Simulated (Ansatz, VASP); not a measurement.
## CdS: VASP beside Ansatz

File POSCAR:

```
CdS
1.0
    0.0000000000      2.9100000000      2.9100000000
    2.9100000000      0.0000000000      2.9100000000
    2.9100000000      2.9100000000      0.0000000000
Cd S
1 1
Direct
   -0.0343642612      0.0343642612     -0.0343642612
    0.7500000000      0.7500000000      0.7500000000
```

Contents of INCAR.step1:

```
SYSTEM = CdS
PREC = Accurate ; ENCUT = 520
ISMEAR = 0 ; SIGMA = 0.05
LREAL = .FALSE. ; LASPH = .TRUE.
NELM = 80 ; NBANDS = 16
GGA = PE ; ALGO = Normal
EDIFF = 1E-4 ; LWAVE = .TRUE.
LCHARG = .FALSE.
```

File INCAR.step2:

```
SYSTEM = CdS
PREC = Accurate ; ENCUT = 520
EDIFF = 1E-6 ; ISMEAR = 0
SIGMA = 0.05 ; LREAL = .FALSE.
LASPH = .TRUE. ; NELM = 80
ALGO = Normal ; ISIF = 2
LWAVE = .FALSE. ; LCHARG = .FALSE.
METAGGA = R2SCAN ; LMIXTAU = .TRUE.
NBANDS = 16 ; ISTART = 1
```

Contents of KPOINTS:

```
regular mesh
0
G
  8 8 8
  0 0 0
```

Input for Ansatz:

```yaml
crystal:
  lattice:
    - [0.0, 2.91, 2.91]
    - [2.91, 0.0, 2.91]
    - [2.91, 2.91, 0.0]
  atoms:
    - { symbol: Cd, position: [-0.0343642612, 0.0343642612, -0.0343642612] }
    - { symbol: S, position: [0.75, 0.75, 0.75] }
basis:
  ecutwfc: 500
kpoints:
  mp_grid: { grid: [8, 8, 8] }
hamiltonian:
  xc: r2scan
scf:
  occupations: { method: gaussian, width: 0.05 }
output:
  forces: true
  stress: true
  eigenvalues: true
```

Change from the starting cell: all Cd atoms moved -0.200 Å, as atom 1 along Cartesian [0 1 0].

Alike in both runs: task single point; functional r2SCAN; k mesh 8 × 8 × 8; occupations gaussian, width 0.05 eV; no spin polarisation.

|  | VASP | Ansatz |
| --- | --- | --- |
| version | VASP 6.6.1 | Ansatz 0.2.0 |
| potentials or method | VASP PAW PBE potentials, release 64 (Cd, S), cutoff 520 eV | scalar-relativistic, plane waves, PAW |
| valence electrons in the cell | 18 | 26 |

|  | VASP | Ansatz | Ansatz less VASP |
| --- | --- | --- | --- |
| gap on the k mesh at the Fermi level (eV) | 1.61 | 1.61 | -0.001 |
| least direct gap on the mesh (eV) | 1.61 | 1.61 | -0.001 |
| pressure (GPa) | 3.3 | 2.9 | -0.38 |
| traceless stress, the component that is largest in VASP (GPa) | 5.03 | 4.88 | -0.154 |
| rms of the force components (eV/Å) | 0.609 | 0.596 | -0.0138 |

VASP's potentials were made for PBE, not for r2SCAN. Atom by atom the forces differ by 0.014 eV/Å (rms over components). The functional is the same, so the differences come from potentials, cutoffs and numerics. VASP's potentials hold 18 valence electrons a cell and Ansatz's 26, so a difference there can come from the potentials and not from the codes.
